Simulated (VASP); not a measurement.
# Au (I4/mmm) in VASP: single point with r2SCAN

Aim: the single point of Au with r2SCAN.

Program: VASP 6.6.1. These are calculated values, not measurements. Logs are shortened: lines on timing, memory, paths and dates and some standing lists are left out, and cuts for length are marked.

**1. The cell of the first run**

Symmetry: I4/mmm, No. 139, tetragonal system. The conventional cell has a = 2.936 Å, b = 2.936 Å, c = 3.968 Å, α = 90.00°, β = 90.00°, γ = 90.00°. Within 3.8 Å of Au (site symmetry 4/mmm) lie 12 Au at 2.87 to 2.94 Å.

**2. Single point, r2SCAN (strain +0.015 along x and y, -0.030 along z)**

POSCAR reads:

```
Au
1.0
    0.0000000000      2.0761825000      1.9841350000
    2.0761825000      0.0000000000      1.9841350000
    2.0761825000      2.0761825000      0.0000000000
Au
1
Direct
    0.0000000000      0.0000000000      0.0000000000
```

INCAR.step1 reads:

```
SYSTEM = Au
PREC = Accurate
ENCUT = 520
ISMEAR = 1
SIGMA = 0.4
LREAL = .False.
LASPH = .True.
NELM = 60
NBANDS = 12
GGA = PE
ALGO = Normal
EDIFF = 1E-4
LWAVE = .True.
LCHARG = .False.
```

INCAR.step2 reads:

```
SYSTEM = Au
PREC = Accurate
ENCUT = 520
EDIFF = 1E-6
ISMEAR = 1
SIGMA = 0.4
LREAL = .False.
LASPH = .True.
NELM = 60
ALGO = Normal
ISIF = 2
LWAVE = .False.
LCHARG = .True.
METAGGA = R2SCAN
LMIXTAU = .True.
LELF = .True.
LVHAR = .True.
NBANDS = 12
ISTART = 1
```

KPOINTS reads:

```
Automatic mesh
0
Gamma
  20 20 20
  0 0 0
```

Potentials or basis: VASP PAW PBE potentials, release 64 (Au).

Run with:

```sh
> cat potpaw_PBE.64/Au/POTCAR > POTCAR
> cp INCAR.step1 INCAR
> mpirun -np 1 vasp_std > vasp.out
> cp INCAR.step2 INCAR
> mpirun -np 1 vasp_std > vasp.out
```

OUTCAR:

```text
SYSTEM = Au
   PREC = Accurate
   ENCUT = 520
   EDIFF = 1E-6
   ISMEAR = 1
   LREAL = .False.
   LASPH = .True.
   NELM = 60
   ISIF = 2
   METAGGA = R2SCAN
   ISTART = 1

 ion  position               nearest neighbor table
   1  0.000  0.000  0.000-

  LATTYP: Found a body centered tetragonal cell.
 ALAT       =     2.9361654495
 C/A-ratio  =     1.3515144389

  Lattice vectors:

 A1 = (   0.0000000000,  -2.0761825000,  -1.9841350000)
 A2 = (   0.0000000000,   2.0761825000,  -1.9841350000)
 A3 = (   2.0761825000,   0.0000000000,   1.9841350000)

Analysis of symmetry for initial positions (statically):
=====================================================================
 Subroutine PRICEL returns:
 Original cell was already a primitive cell.

 Routine SETGRP: Setting up the symmetry group for a
 body centered tetragonal supercell.

 Subroutine GETGRP returns: Found 16 space group operations
 (whereof 16 operations were pure point group operations)
 out of a pool of 16 trial point group operations.

The static configuration has the point symmetry D_4h.

Analysis of symmetry for dynamics (positions and initial velocities):
=====================================================================
 Subroutine PRICEL returns:
 Original cell was already a primitive cell.

 Routine SETGRP: Setting up the symmetry group for a
 body centered tetragonal supercell.

 Subroutine GETGRP returns: Found 16 space group operations
 (whereof 16 operations were pure point group operations)
 out of a pool of 16 trial point group operations.

The dynamic configuration has the point symmetry D_4h.

 Subroutine INISYM returns: Found 16 space group operations
 (whereof 16 operations are pure point group operations),
 and found     1 'primitive' translations

----------------------------------------------------------------------------------------

                                     Primitive cell

  volume of cell :      17.1054

  direct lattice vectors                    reciprocal lattice vectors
     0.000000000  2.076182500  1.984135000    -0.240826613  0.240826613  0.251998982
     2.076182500  0.000000000  1.984135000     0.240826613 -0.240826613  0.251998982
     2.076182500  2.076182500  0.000000000     0.240826613  0.240826613 -0.251998982

  length of vectors
     2.871815710  2.871815710  2.936165449     0.423672518  0.423672518  0.423672518

  position of ions in fractional coordinates (direct lattice)
     0.000000000  0.000000000  0.000000000

  ion indices of the primitive-cell ions
   primitive index   ion index
                 1           1

----------------------------------------------------------------------------------------

 KPOINTS: Automatic mesh

Automatic generation of k-mesh.
 Grid dimensions read from file:
 generate k-points for:   20   20   20

 Generating k-lattice:

  Cartesian coordinates                     Fractional coordinates (reciprocal lattice)
    -0.012041331  0.012041331  0.012599949     0.050000000  0.000000000  0.000000000
     0.012041331 -0.012041331  0.012599949     0.000000000  0.050000000  0.000000000
     0.012041331  0.012041331 -0.012599949    -0.000000000 -0.000000000  0.050000000

  Length of vectors
     0.021183626  0.021183626  0.021183626

  Shift w.r.t. Gamma in fractional coordinates (k-lattice)
     0.000000000  0.000000000  0.000000000

 Subroutine IBZKPT returns following result:
 ===========================================

 Found    641 irreducible k-points:

 Following reciprocal coordinates:
            Coordinates               Weight
  0.000000  0.000000  0.000000      1.000000
  0.050000  0.000000  0.000000      8.000000
  0.100000  0.000000  0.000000      8.000000
  0.150000  0.000000  0.000000      8.000000
  0.200000  0.000000  0.000000      8.000000
  0.250000 -0.000000  0.000000      8.000000
[... 16 lines left out ...]
 -0.400000  0.050000  0.000000      8.000000
 -0.350000  0.050000  0.000000      8.000000
 [... further k-points ...]
   k-points           NKPTS =    641   k-points in BZ     NKDIM =    641   number of bands    NBANDS=     12
   number of dos      NEDOS =    301   number of ions     NIONS =      1
   total plane-waves  NPLWV =  13824
   dimension x,y,z NGX =    24 NGY =   24 NGZ =   24
   dimension x,y,z NGXF=    48 NGYF=   48 NGZF=   48
   ions per type =               1
   NGX,Y,Z   is equivalent  to a cutoff of  13.89, 13.89, 13.59 a.u.
   NGXF,Y,Z  is equivalent  to a cutoff of  27.79, 27.79, 27.18 a.u.
 SYSTEM =  Au
   PREC   = accura    normal or accurate (medium, high low for compatibility)
   ISTART =      1    job   : 0-new  1-cont  2-samecut
   ICHARG =      0    charge: 1-file 2-atom 10-const
   ISPIN  =      1    spin polarized calculation?
   LNONCOLLINEAR =      F non collinear calculations
   LSORBIT =      F    spin-orbit coupling
   LASPH  =      T    aspherical Exc in radial PAW
   ENCUT  =  520.0 eV  38.22 Ry    6.18 a.u.   5.34  5.34  5.46*2*pi/ulx,y,z
   NELM   =     60;   NELMIN=  2; NELMDL=  0     # of ELM steps
   EDIFF  = 0.1E-05   stopping-criterion for ELM
   LREAL  =      F    real-space projection
   EDIFFG = 0.1E-04   stopping-criterion for IOM
   NSW    =      0    number of steps for IOM
   IBRION =     -1    ionic relax: 0-MD 1-quasi-New 2-CG
   NFREE  =      0    steps in history (QN), initial steepest desc. (CG)
   ISIF   =      2    stress and relaxation
   ISYM   =      2    0-nonsym 1-usesym 2-fastsym
   POTIM  = 0.5000    time-step for ionic-motion
   TEBEG  =    0.0;   TEEND  =   0.0 temperature during run
   PSTRESS=    0.0 pullay stress
   NELECT =      11.0000    total number of electrons
   NUPDOWN=      -1.0000    fix difference up-down
   EMIN   =  10.00;   EMAX   =-10.00  energy-range for DOS
   EFERMI =   0.00;   METHOD = LEGACY
   ISMEAR =     1;   SIGMA  =   0.40  broadening in eV -4-tet -1-fermi 0-gaus
   EFERMI_NEDOS =   21; number of points for ismear=-14 and -15
   IALGO  =     38    algorithm
   IMIX   =      4    mixing-type and parameters
     AMIX     =   0.40;   BMIX     =  1.00
     AMIX_MAG =   1.60;   BMIX_MAG =  1.00
  volume/ion in A,a.u.               =      17.11       115.43
  Fermi-wavevector in a.u.,A,eV,Ry     =   1.413063  2.670303 27.167407  1.996748
  Thomas-Fermi vector in A             =   2.534748
   LORBIT       =      0    0 simple, 1 ext, 2 COOP (PROOUT), +10 PAW based schemes
   METAGGA = R2SCAN    functional components
   LHFCALC =     F    Hartree Fock is set to
   AEXX    =    0.0000 exact exchange contribution
   IVDW    =     0    specifies the selected vdW correction
   LEPSILON=     F    determine dielectric tensor
   LRPA    =     F    only Hartree local field effects (RPA)
 non-spin polarized calculation
 Methfessel and Paxton  Order N= 1 SIGMA  =   0.40
  energy-cutoff  :      520.00
  volume of cell :       17.11
 maximum number of plane-waves:       487
 NGX is ok and might be reduce to    24
   NGX = 11   NGY = 11   NGZ = 11

 number of electron      10.9999999 magnetization

 Free energy of the ion-electron system (eV)
  ---------------------------------------------------
  ext. energy  EPLUGINS =         0.00000000
  ---------------------------------------------------
  free energy    TOTEN  =       -50.58732233 eV

  energy without entropy =      -50.58750377  energy(sigma->0) =      -50.58738281

 E-fermi :   9.2899     XC(G=0): -13.6030

 val. band max:        9.2897400800   @ k =   0.5000   0.1000   0.2500
 cond. band min:       9.3085005656   @ k =   0.5000   0.1500   0.3500
 fundamental gap:      0.0187604856
 Fermi energy:         9.2898768185

 k-point     1 :       0.0000    0.0000    0.0000
  band No.  band energies     occupation
      1      -0.7888      2.00000
      2       4.2105      2.00000
      3       4.2105      2.00000
      4       4.6062      2.00000
      5       5.6333      2.00000
      6       6.0624      2.00000
      7      24.6224      0.00000
      8      28.4113      0.00000
      9      28.4113      0.00000
     10      29.1889      0.00000
     11      33.9675      0.00000
     12      37.7652      0.00000

 k-point     2 :       0.0500    0.0000    0.0000
  band No.  band energies     occupation
      1      -0.6982      2.00000
      2       4.2042      2.00000
      3       4.2419      2.00000
      4       4.6141      2.00000
      5       5.6241      2.00000
      6       6.0440      2.00000
      7      24.7264      0.00000
      8      27.9845      0.00000
      9      28.5165      0.00000
     10      29.1109      0.00000
     11      34.4801      0.00000
     12      36.7963      0.00000

 k-point     3 :       0.1000    0.0000    0.0000
  band No.  band energies     occupation
      1      -0.4322      2.00000
      2       4.1723      2.00000
      3       4.3242      2.00000
      4       4.6539      2.00000
      5       5.6097      2.00000
      6       5.9984      2.00000
      7      24.9754      0.00000
      8      26.7425      0.00000
      9      28.8177      0.00000
     10      29.3194      0.00000
     11      34.2855      0.00000
     12      36.4230      0.00000
[... 286 lines left out ...]
 k-point    23 :      -0.4000    0.0500    0.0000
  band No.  band energies     occupation
      1       1.7743      2.00000
      2       4.1977      2.00000
      3       4.4981      2.00000
      4       6.3500      2.00000
      5       6.8899      2.00000
      6       7.6472      2.00000
      7      14.3901     -0.00000
      8      24.3620      0.00000
      9      27.3303      0.00000
     10      27.4153      0.00000
     11      34.4205      0.00000
     12      34.4501      0.00000

 k-point    24 :      -0.3500    0.0500    0.0000
  band No.  band energies     occupation
      1       1.7423      2.00000
      2       4.2740      2.00000
      3       4.5807      2.00000
      4       5.6131      2.00000
      5       6.5729      2.00000
      6       7.0398      2.00000
      7      16.2896     -0.00000
      8      24.7326      0.00000
      9      27.6391      0.00000
     10      28.4089      0.00000
     11      33.4721      0.00000
     12      33.8671      0.00000

 [... further k-points ...]

------------------------ aborting loop because EDIFF is reached ----------------------------------------

  FORCE on cell =-STRESS in cart. coord.  units (eV):
  Direction    XX          YY          ZZ          XY          YZ          ZX
  --------------------------------------------------------------------------------------
  -------------------------------------------------------------------------------------
  Total        0.4434366      0.4434366      0.5687225      0.0000000      0.0000000     -0.0000000
  in kB       41.5345806     41.5345806     53.2695113      0.0000000      0.0000000     -0.0000000
  external PRESSURE =      45.4462242 kB  Pullay stress =       0.0000000 kB

 VOLUME and BASIS-vectors are now :
 -----------------------------------------------------------------------------
  energy-cutoff  :      520.00
  volume of cell :       17.11
      direct lattice vectors                 reciprocal lattice vectors
     0.000000000  2.076182500  1.984135000    -0.240826613  0.240826613  0.251998982
     2.076182500  0.000000000  1.984135000     0.240826613 -0.240826613  0.251998982
     2.076182500  2.076182500  0.000000000     0.240826613  0.240826613 -0.251998982

 POSITION                                       TOTAL-FORCE (eV/Angst)
 -----------------------------------------------------------------------------------
      0.00000      0.00000      0.00000         0.000000      0.000000      0.000000
 -----------------------------------------------------------------------------------
    total drift:                               -0.000000      0.000000      0.000000

  FREE ENERGIE OF THE ION-ELECTRON SYSTEM (eV)
  ---------------------------------------------------
  free  energy   TOTEN  =       -50.5873223289 eV

  energy  without entropy=      -50.5875037692  energy(sigma->0) =      -50.58738281
```

Wall time 2.5 min (1 thread of Intel Xeon 6975P-C (Granite Rapids), shared host); peak memory 0.25 GiB.

What came out:

- Free energy: -50.5873 eV
- Pressure: 4.5 GPa
- Band gap on the k mesh: zero (an odd number of electrons rules out a gap without spin polarisation)

Stress tensor (GPa, compression positive):
```
4.15 0.00 0.00
0.00 4.15 0.00
0.00 0.00 5.33
```

Caveat: the cell differs from its parent crystal (strain +0.015 along x and y, -0.030 along z); the cell stands under pressure; so wide a smearing shifts energies and pressures; the PAW data sets were made with another functional, which shifts forces and pressure a little; spin-orbit coupling is left out, which moves the levels of the heavy elements.
